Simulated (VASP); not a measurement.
A run of VASP 6.6.1 is set up as follows.

File INCAR:

```
SYSTEM = KMgH3
PREC = Accurate ; ENCUT = 520
EDIFF = 1E-6 ; ISMEAR = 0
SIGMA = 0.05 ; LREAL = .FALSE.
LASPH = .TRUE. ; NELM = 80
ALGO = Normal ; ISIF = 2
LWAVE = .FALSE. ; LCHARG = .FALSE.
NBANDS = 15
```

The input KPOINTS:

```
Automatic mesh
0
G
  8 8 8
  0 0 0
```

Contents of POSCAR:

```
KMgH3
1.0
    4.0250000000      0.0000000000      0.0000000000
    0.0000000000      4.0250000000      0.0251562500
    0.0000000000      0.0251562500      4.0250000000
K Mg H
1 1 3
Direct
    0.0000000000      0.0000000000      0.0000000000
    0.5000000000      0.5000000000      0.5000000000
    0.0000000000      0.5000000000      0.5000000000
    0.5000000000      0.0000000000      0.5000000000
    0.5000000000      0.5000000000      0.0000000000
```

Potentials or basis: VASP PAW LDA potentials, release 64 (K_sv, Mg, H).

Launch:

```sh
$ cat potpaw_LDA.64/K_sv/POTCAR potpaw_LDA.64/Mg/POTCAR potpaw_LDA.64/H/POTCAR > POTCAR
$ mpirun -np 1 vasp_std > vasp.out
```

Estimate the pressure.

-3.2 GPa.

Predict the band gap on the k mesh.

2.05 eV, indirect (least direct gap 4.18 eV).

Stress tensor (GPa, compression positive):
```
-3.20  0.00  0.00
 0.00 -3.20 -0.45
 0.00 -0.45 -3.20
```

Caveat: the cell differs from its parent crystal (strain +0.0125 x Voigt [0, 0, 0, 1, 0, 0]). A k mesh can miss the band edges.
